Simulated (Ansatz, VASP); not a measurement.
**Two plane-wave programs on Cu**

INCAR

```
PREC = Accurate
ENCUT = 520
EDIFF = 1E-6
ISMEAR = 0
SIGMA = 0.15
LREAL = False
LASPH = True
NELM = 100
ALGO = Fast
ISIF = 2
LWAVE = False
LCHARG = False
GGA = PS
NBANDS = 12
```

Contents of KPOINTS:

```
Automatic mesh
0
Gamma
  24 24 24
```

POSCAR

```
Cu
1.0
   -1.5510028190      1.5510028190      1.3760814500
    1.5510028190     -1.5510028190      1.3760814500
    1.5510028190      1.5510028190     -1.3760814500
Cu
1
Direct
    0.0000000000      0.0000000000      0.0000000000
```

Input for Ansatz:

```yaml
crystal:
  lattice:
    - [-1.551002819, 1.551002819, 1.37608145]
    - [1.551002819, -1.551002819, 1.37608145]
    - [1.551002819, 1.551002819, -1.37608145]
  atoms:
    - { symbol: Cu, position: [0.0, 0.0, 0.0] }
basis:
  ecutwfc: 420
kpoints:
  mp_grid: { grid: [24, 24, 24] }
hamiltonian:
  xc: pbesol
scf:
  occupations: { method: gaussian, width: 0.15 }
output:
  forces: true
  stress: true
  eigenvalues: true
```

Change from the starting cell: strain +0.0750 x Voigt [1, 1, 0, 0, 0, 0], atoms carried along.

Alike in both runs: task single point; functional PBEsol; k mesh 24 × 24 × 24; occupations gaussian, width 0.15 eV; no spin polarisation.

|  | VASP | Ansatz |
| --- | --- | --- |
| version | VASP 6.6.1 | Ansatz 0.2.0 |
| potentials or method | VASP PAW PBE potentials, release 64 (Cu), cutoff 520 eV | scalar-relativistic, plane waves, PAW |
| valence electrons in the cell | 11 | 19 |

Ansatz gave:

```
gap on the k mesh at the Fermi level (eV)                     : none
pressure (GPa)                                                : -17.0
traceless stress, the component that is largest in VASP (GPa) : 0.08
```

Question: Estimate VASP's values.

Answer: gap on the k mesh at the Fermi level (eV): none; pressure (GPa): -16.2; traceless stress, the component that is largest in VASP (GPa): 0.12.

VASP's potentials were made for PBE, not for PBEsol. A gap of «none» marks a metal or a gap that the smearing closes. VASP's potentials hold 11 valence electrons a cell and Ansatz's 19, so a difference there can come from the potentials and not from the codes.
